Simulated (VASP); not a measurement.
**AlN: relaxation of cell and atoms with PBE+D3(BJ)**

Crystal: AlN.

```xyz
2
Lattice="0.0000 2.1840 2.1840 2.1840 0.0000 2.1840 2.1840 2.1840 0.0000" Properties=species:S:1:pos:R:3 pbc="T T T"
Al    0.0000    0.0000    0.0000
N     3.2760    3.2760    3.2760
```

| Quantity | Value |
| --- | --- |
| Program | VASP 6.6.1 |
| Task | relaxation of cell and atoms |
| Functional | PBE |
| Dispersion | D3(BJ) |
| Potentials or basis | VASP PAW PBE potentials, release 64 (Al, N) |
| Cutoff | 600 eV |
| k mesh | 8 × 8 × 8 |
| Occupations | gaussian, width 0.01 eV |
| Spin | no spin polarisation |
| Dipole correction | no |
| Further INCAR settings | ALGO = Normal; EDIFF = 1e-06; IBRION = 2; EDIFFG = -0.01; NSW = 60; ISIF = 3 |

```yaml
Relaxed_volume: 10.43 Å³/atom
Relaxed_cell: a = 3.090 Å, b = 3.090 Å, c = 3.090 Å, α = 60.00°, β = 60.00°, γ = 60.00°
Space_group_after_relaxing_to_0.05_Å: F-43m (No. 216)
Energy_gained_by_relaxing: 0.0 meV/atom
Ionic_steps: 3
Pressure_after_relaxing: 0.0 GPa
Band_gap_on_the_k_mesh: 3.32 eV, indirect (least direct gap 4.19 eV)
Dispersion_energy_per_atom: -0.269 eV
```

Final structure:
```xyz
2
Lattice="0.0000 2.1848 2.1848 2.1848 0.0000 2.1848 2.1848 2.1848 0.0000" Properties=species:S:1:pos:R:3 pbc="T T T"
Al    0.0000    0.0000    0.0000
N     3.2772    3.2772    3.2772
```

Levels at points of the mesh, in eV from the valence-band top:
| k point | band 1 | band 2 | band 3 | band 4 | band 5 | band 6 | band 7 | band 8 |
| --- | --- | --- | --- | --- | --- | --- | --- | --- |
| (0.00, 0.00, 0.00) | -14.98 | 0.00 | 0.00 | 0.00 | 4.19 | 12.55 | 12.55 | 12.55 |
| (0.50, 0.00, 0.00) | -12.93 | -5.85 | -0.48 | -0.48 | 7.37 | 9.86 | 11.14 | 11.14 |
| (0.50, 0.50, 0.00) | -12.30 | -4.90 | -1.77 | -1.77 | 3.32 | 8.61 | 13.94 | 15.72 |

Run time: 13 s on 1 thread of Intel(R) Xeon(R) Platinum 8259CL CPU @ 2.50GHz (Skylake/Cascade Lake), with other jobs on the host, peak memory 0.16 GiB.

A k mesh can miss the band edges.
